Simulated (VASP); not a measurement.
# Te2Mo (P6_3/mmc) in VASP: single point with r2SCAN

Aim: the single point of Te2Mo with r2SCAN.

Program: VASP 6.6.1. These are calculated values, not measurements. Logs are shortened: lines on timing, memory, paths and dates and some standing lists are left out, and cuts for length are marked.

### 1 The cell of the first run

Symmetry: P6_3/mmc, No. 194, hexagonal system. The conventional cell has a = 3.563 Å, b = 3.563 Å, c = 14.732 Å, α = 90.00°, β = 90.00°, γ = 120.00°. Within 3.6 Å of Te (site symmetry 3m) lie 3 Mo at 2.73 Å and 7 Te at 3.56 to 3.58 Å. Mo (site symmetry -6m2) has 6 Te at 2.73 Å and 6 Mo at 3.56 Å within 3.6 Å.

### 2 Single point, r2SCAN

File POSCAR:

```
Te2Mo
1.0
    3.5632777357      0.0000000000      0.0000000000
   -1.7816388679      3.0858890399      0.0000000000
    0.0000000000      0.0000000000     14.7317886616
Te Mo
4 2
Direct
    0.3333333333      0.6666666667      0.6285171323
    0.6666666667      0.3333333333      0.1285171323
    0.6666666667      0.3333333333      0.3714828677
    0.3333333333      0.6666666667      0.8714828677
    0.3333333333      0.6666666667      0.2500000000
    0.6666666667      0.3333333333      0.7500000000
```

File INCAR.step1:

```
SYSTEM = Te2Mo
PREC = Accurate ; ENCUT = 550
ISMEAR = 0 ; SIGMA = 0.02
LREAL = .FALSE. ; LASPH = .TRUE.
NELM = 120 ; NBANDS = 35
GGA = PE ; ALGO = Normal
EDIFF = 1E-5 ; LWAVE = .TRUE.
LCHARG = .FALSE. ; GGA_COMPAT = .FALSE.
```

File INCAR.step2:

```
SYSTEM = Te2Mo
PREC = Accurate ; ENCUT = 550
EDIFF = 1E-6 ; ISMEAR = 0
SIGMA = 0.02 ; LREAL = .FALSE.
LASPH = .TRUE. ; NELM = 120
ALGO = Normal ; ISIF = 2
LWAVE = .FALSE. ; LCHARG = .FALSE.
METAGGA = R2SCAN ; LMIXTAU = .TRUE.
NBANDS = 35 ; ISTART = 1
GGA_COMPAT = .FALSE.
```

File KPOINTS:

```
regular mesh
0
G
  12 12 2
  0 0 0
```

Potentials or basis: VASP PAW PBE potentials, release 64 (Te, Mo_sv).

On the command line:

```sh
cat potpaw_PBE.64/Te/POTCAR potpaw_PBE.64/Mo_sv/POTCAR > POTCAR
cp INCAR.step1 INCAR
mpirun -np 1 vasp_std > vasp.out
cp INCAR.step2 INCAR
mpirun -np 1 vasp_std > vasp.out
```

OUTCAR:

```text
SYSTEM = Te2Mo
   PREC = Accurate
   ENCUT = 550
   EDIFF = 1E-6
   ISMEAR = 0
   LREAL = .FALSE.
   LASPH = .TRUE.
   NELM = 120
   ISIF = 2
   METAGGA = R2SCAN
   ISTART = 1

 ion  position               nearest neighbor table
   1  0.333  0.667  0.629-   6 2.73   6 2.73   6 2.73   4 3.58
   2  0.667  0.333  0.129-   5 2.73   5 2.73   5 2.73   3 3.58
   3  0.667  0.333  0.371-   5 2.73   5 2.73   5 2.73   2 3.58
   4  0.333  0.667  0.871-   6 2.73   6 2.73   6 2.73   1 3.58
   5  0.333  0.667  0.250-   2 2.73   3 2.73   2 2.73   3 2.73   2 2.73   3 2.73
   6  0.667  0.333  0.750-   1 2.73   4 2.73   1 2.73   4 2.73   1 2.73   4 2.73

  LATTYP: Found a hexagonal cell.
 ALAT       =     3.5632777357
 C/A-ratio  =     4.1343363482

  Lattice vectors:

 A1 = (   3.5632777357,   0.0000000000,   0.0000000000)
 A2 = (  -1.7816388679,   3.0858890399,   0.0000000000)
 A3 = (   0.0000000000,   0.0000000000,  14.7317886616)

Analysis of symmetry for initial positions (statically):
=====================================================================
 Subroutine PRICEL returns:
 Original cell was already a primitive cell.

 Routine SETGRP: Setting up the symmetry group for a
 hexagonal supercell.

 Subroutine GETGRP returns: Found 24 space group operations
 (whereof 12 operations were pure point group operations)
 out of a pool of 24 trial point group operations.

The static configuration has the point symmetry D_3d.
 The point group associated with its full space group is D_6h.

Analysis of symmetry for dynamics (positions and initial velocities):
=====================================================================
 Subroutine PRICEL returns:
 Original cell was already a primitive cell.

 Routine SETGRP: Setting up the symmetry group for a
 hexagonal supercell.

 Subroutine GETGRP returns: Found 24 space group operations
 (whereof 12 operations were pure point group operations)
 out of a pool of 24 trial point group operations.

The dynamic configuration has the point symmetry D_3d.
 The point group associated with its full space group is D_6h.

 Subroutine INISYM returns: Found 24 space group operations
 (whereof 12 operations are pure point group operations),
 and found     1 'primitive' translations

----------------------------------------------------------------------------------------

                                     Primitive cell

  volume of cell :     161.9890

  direct lattice vectors                    reciprocal lattice vectors
     3.563277736  0.000000000  0.000000000     0.280640487  0.162027861  0.000000000
    -1.781638868  3.085889040  0.000000000     0.000000000  0.324055722  0.000000000
     0.000000000  0.000000000 14.731788662     0.000000000  0.000000000  0.067880420

  length of vectors
     3.563277736  3.563277736 14.731788662     0.324055722  0.324055722  0.067880420

  position of ions in fractional coordinates (direct lattice)
     0.333333333  0.666666667  0.628517132
     0.666666667  0.333333333  0.128517132
     0.666666667  0.333333333  0.371482868
     0.333333333  0.666666667  0.871482868
     0.333333333  0.666666667  0.250000000
     0.666666667  0.333333333  0.750000000

  ion indices of the primitive-cell ions
   primitive index   ion index
                 1           1
                 2           2
                 3           3
                 4           4
                 5           5
                 6           6

----------------------------------------------------------------------------------------

 KPOINTS: regular mesh

Automatic generation of k-mesh.
 Grid dimensions read from file:
 generate k-points for:   12   12    2

 Generating k-lattice:

  Cartesian coordinates                     Fractional coordinates (reciprocal lattice)
     0.023386707  0.013502322  0.000000000     0.083333333  0.000000000  0.000000000
     0.000000000  0.027004643  0.000000000     0.000000000  0.083333333  0.000000000
     0.000000000  0.000000000  0.033940210     0.000000000  0.000000000  0.500000000

  Length of vectors
     0.027004643  0.027004643  0.033940210

  Shift w.r.t. Gamma in fractional coordinates (k-lattice)
     0.000000000  0.000000000  0.000000000

 Subroutine IBZKPT returns following result:
 ===========================================

 Found     38 irreducible k-points:

 Following reciprocal coordinates:
            Coordinates               Weight
  0.000000  0.000000  0.000000      1.000000
  0.083333 -0.000000  0.000000      6.000000
  0.166667  0.000000  0.000000      6.000000
  0.250000  0.000000  0.000000      6.000000
  0.333333  0.000000  0.000000      6.000000
  0.416667 -0.000000  0.000000      6.000000
[... 16 lines left out ...]
  0.250000  0.000000  0.500000      6.000000
  0.333333  0.000000  0.500000      6.000000
 [... further k-points ...]
   k-points           NKPTS =     38   k-points in BZ     NKDIM =     38   number of bands    NBANDS=     35
   number of dos      NEDOS =    301   number of ions     NIONS =      6
   total plane-waves  NPLWV =  94080
   dimension x,y,z NGX =    28 NGY =   28 NGZ =  120
   dimension x,y,z NGXF=    56 NGYF=   56 NGZF=  240
   ions per type =               4   2
   NGX,Y,Z   is equivalent  to a cutoff of  13.06, 13.06, 13.54 a.u.
   NGXF,Y,Z  is equivalent  to a cutoff of  26.13, 26.13, 27.08 a.u.
 SYSTEM =  Te2Mo
   PREC   = accura    normal or accurate (medium, high low for compatibility)
   ISTART =      1    job   : 0-new  1-cont  2-samecut
   ICHARG =      0    charge: 1-file 2-atom 10-const
   ISPIN  =      1    spin polarized calculation?
   LNONCOLLINEAR =      F non collinear calculations
   LSORBIT =      F    spin-orbit coupling
   LASPH  =      T    aspherical Exc in radial PAW
   ENCUT  =  550.0 eV  40.42 Ry    6.36 a.u.   6.81  6.81 28.17*2*pi/ulx,y,z
   NELM   =    120;   NELMIN=  2; NELMDL=  0     # of ELM steps
   EDIFF  = 0.1E-05   stopping-criterion for ELM
   LREAL  =      F    real-space projection
   EDIFFG = 0.1E-04   stopping-criterion for IOM
   NSW    =      0    number of steps for IOM
   IBRION =     -1    ionic relax: 0-MD 1-quasi-New 2-CG
   NFREE  =      0    steps in history (QN), initial steepest desc. (CG)
   ISIF   =      2    stress and relaxation
   ISYM   =      2    0-nonsym 1-usesym 2-fastsym
   POTIM  = 0.5000    time-step for ionic-motion
   TEBEG  =    0.0;   TEEND  =   0.0 temperature during run
   PSTRESS=    0.0 pullay stress
   NELECT =      52.0000    total number of electrons
   NUPDOWN=      -1.0000    fix difference up-down
   EMIN   =  10.00;   EMAX   =-10.00  energy-range for DOS
   EFERMI =   0.00;   METHOD = LEGACY
   ISMEAR =     0;   SIGMA  =   0.02  broadening in eV -4-tet -1-fermi 0-gaus
   EFERMI_NEDOS =   21; number of points for ismear=-14 and -15
   IALGO  =     38    algorithm
   IMIX   =      4    mixing-type and parameters
     AMIX     =   0.40;   BMIX     =  1.00
     AMIX_MAG =   1.60;   BMIX_MAG =  1.00
  volume/ion in A,a.u.               =      27.00       182.19
  Fermi-wavevector in a.u.,A,eV,Ry     =   1.120936  2.118262 17.095685  1.256497
  Thomas-Fermi vector in A             =   2.257586
   LORBIT       =      0    0 simple, 1 ext, 2 COOP (PROOUT), +10 PAW based schemes
   METAGGA = R2SCAN    functional components
   LHFCALC =     F    Hartree Fock is set to
   AEXX    =    0.0000 exact exchange contribution
   IVDW    =     0    specifies the selected vdW correction
   LEPSILON=     F    determine dielectric tensor
   LRPA    =     F    only Hartree local field effects (RPA)
 non-spin polarized calculation
 Gauss-broadening in eV      SIGMA  =   0.02
  energy-cutoff  :      550.00
  volume of cell :      161.99
 maximum number of plane-waves:      4776
 NGX is ok and might be reduce to    28
   NGX = 13   NGY = 13   NGZ = 57

 number of electron      51.9999999 magnetization

 Free energy of the ion-electron system (eV)
  ---------------------------------------------------
  ext. energy  EPLUGINS =         0.00000000
  ---------------------------------------------------
  free energy    TOTEN  =      -155.66595654 eV

  energy without entropy =     -155.66595654  energy(sigma->0) =     -155.66595654

 E-fermi :   7.0627     XC(G=0): -10.5213

 val. band max:        6.9655717578   @ k =   0.0000   0.0000   0.0000
 cond. band min:       8.0174617986   @ k =   0.3333   0.3333   0.0000
 fundamental gap:      1.0518900408
 Fermi energy:         7.0626775012

 k-point     1 :       0.0000    0.0000    0.0000
  band No.  band energies     occupation
      1     -55.7381      2.00000
      2     -55.7381      2.00000
      3     -29.1566      2.00000
      4     -29.1566      2.00000
      5     -29.0691      2.00000
      6     -29.0691      2.00000
[... 27 lines left out ...]
     34      10.4255      0.00000
     35      12.9367      0.00000

 k-point     2 :       0.0833   -0.0000    0.0000
  band No.  band energies     occupation
      1     -55.7375      2.00000
      2     -55.7375      2.00000
      3     -29.1547      2.00000
      4     -29.1547      2.00000
      5     -29.0775      2.00000
      6     -29.0775      2.00000
[... 27 lines left out ...]
     34      10.2250      0.00000
     35      13.2886      0.00000

 k-point     3 :       0.1667    0.0000    0.0000
  band No.  band energies     occupation
      1     -55.7358      2.00000
      2     -55.7358      2.00000
      3     -29.1495      2.00000
      4     -29.1495      2.00000
      5     -29.1004      2.00000
      6     -29.1004      2.00000
[... 27 lines left out ...]
     34      10.4288      0.00000
     35      13.5400      0.00000

 k-point     4 :       0.2500    0.0000    0.0000
  band No.  band energies     occupation
      1     -55.7334      2.00000
      2     -55.7334      2.00000
      3     -29.1424      2.00000
      4     -29.1424      2.00000
      5     -29.1315      2.00000
      6     -29.1315      2.00000
[... 27 lines left out ...]
     34      10.6560      0.00000
     35      13.5494      0.00000

 k-point     5 :       0.3333    0.0000    0.0000
  band No.  band energies     occupation
      1     -55.7311      2.00000
      2     -55.7311      2.00000
      3     -29.1625      2.00000
      4     -29.1625      2.00000
      5     -29.1352      2.00000
      6     -29.1352      2.00000
[... 638 lines left out ...]
 k-point    22 :       0.1667    0.0000    0.5000
  band No.  band energies     occupation
      1     -55.7358      2.00000
      2     -55.7358      2.00000
      3     -29.1495      2.00000
      4     -29.1495      2.00000
      5     -29.1004      2.00000
      6     -29.1004      2.00000
[... 27 lines left out ...]
     34      10.3552      0.00000
     35      14.1234      0.00000

 k-point    23 :       0.2500    0.0000    0.5000
  band No.  band energies     occupation
      1     -55.7334      2.00000
      2     -55.7334      2.00000
      3     -29.1424      2.00000
      4     -29.1424      2.00000
      5     -29.1315      2.00000
      6     -29.1315      2.00000
[... 27 lines left out ...]
     34      10.5426      0.00000
     35      13.7018      0.00000

 k-point    24 :       0.3333    0.0000    0.5000
  band No.  band energies     occupation
      1     -55.7311      2.00000
      2     -55.7311      2.00000
      3     -29.1625      2.00000
      4     -29.1625      2.00000
      5     -29.1352      2.00000
      6     -29.1352      2.00000
[... 27 lines left out ...]
     34      10.6628      0.00000
     35      12.7179      0.00000

 [... further k-points ...]
[... 5 lines left out ...]
  --------------------------------------------------------------------------------------
  -------------------------------------------------------------------------------------
  Total        0.0854616      0.0854616      0.1713075     -0.0000000      0.0000000     -0.0000000
  in kB        0.8452713      0.8452713      1.6943433     -0.0000000      0.0000000     -0.0000000
  external PRESSURE =       1.1282953 kB  Pullay stress =       0.0000000 kB

 VOLUME and BASIS-vectors are now :
 -----------------------------------------------------------------------------
  energy-cutoff  :      550.00
  volume of cell :      161.99
      direct lattice vectors                 reciprocal lattice vectors
     3.563277736  0.000000000  0.000000000     0.280640487  0.162027861  0.000000000
    -1.781638868  3.085889040  0.000000000     0.000000000  0.324055722  0.000000000
     0.000000000  0.000000000 14.731788662     0.000000000  0.000000000  0.067880420

 POSITION                                       TOTAL-FORCE (eV/Angst)
 -----------------------------------------------------------------------------------
     -0.00000      2.05726      9.25918         0.000000     -0.000000     -0.025706
      1.78164      1.02863      1.89329         0.000000      0.000000     -0.025706
      1.78164      1.02863      5.47261         0.000000      0.000000      0.025706
     -0.00000      2.05726     12.83850         0.000000     -0.000000      0.025706
     -0.00000      2.05726      3.68295        -0.000000      0.000000      0.000000
      1.78164      1.02863     11.04884         0.000000     -0.000000      0.000000
 -----------------------------------------------------------------------------------
    total drift:                                0.000000     -0.000000      0.000000

  FREE ENERGIE OF THE ION-ELECTRON SYSTEM (eV)
  ---------------------------------------------------
  free  energy   TOTEN  =      -155.6659565379 eV

  energy  without entropy=     -155.6659565379  energy(sigma->0) =     -155.66595654
```

Wall time 6.8 min (1 thread of Intel Xeon 6975P-C (Granite Rapids), shared host); peak memory 0.44 GiB.

What came out:

| Property | Result |
| --- | --- |
| Free energy | -155.6660 eV |
| Pressure | 0.1 GPa |
| Largest force | 0.026 eV/Å |
| Band gap on the k mesh | 1.05 eV (least direct gap 1.06 eV) |

Forces in eV/Å, atoms in the order of the input:
```
Te   0.000  0.000 -0.026
Te   0.000  0.000 -0.026
Te   0.000  0.000  0.026
Te   0.000  0.000  0.026
Mo   0.000  0.000  0.000
Mo   0.000  0.000  0.000
```

Stress tensor (GPa, compression positive):
```
0.08 0.00 0.00
0.00 0.08 0.00
0.00 0.00 0.17
```

Levels at points of the mesh, in eV from the valence-band top:
```
           k point  band 24  band 25  band 26  band 27  band 28  band 29
(0.00, 0.00, 0.00)    -0.78    -0.71     0.00     3.05     3.05     3.12
(0.50, 0.00, 0.00)    -0.83    -0.61    -0.48     1.38     1.41     1.67
(0.00, 0.00, 0.50)    -1.08    -0.15    -0.15     3.08     3.08     3.08
(0.50, 0.00, 0.50)    -0.83    -0.55    -0.55     1.39     1.39     1.78
```

Caveat: the PAW data sets were made with another functional, which shifts forces and pressure a little; spin-orbit coupling is left out, which moves the levels of the heavy elements. A k mesh can miss the band edges.
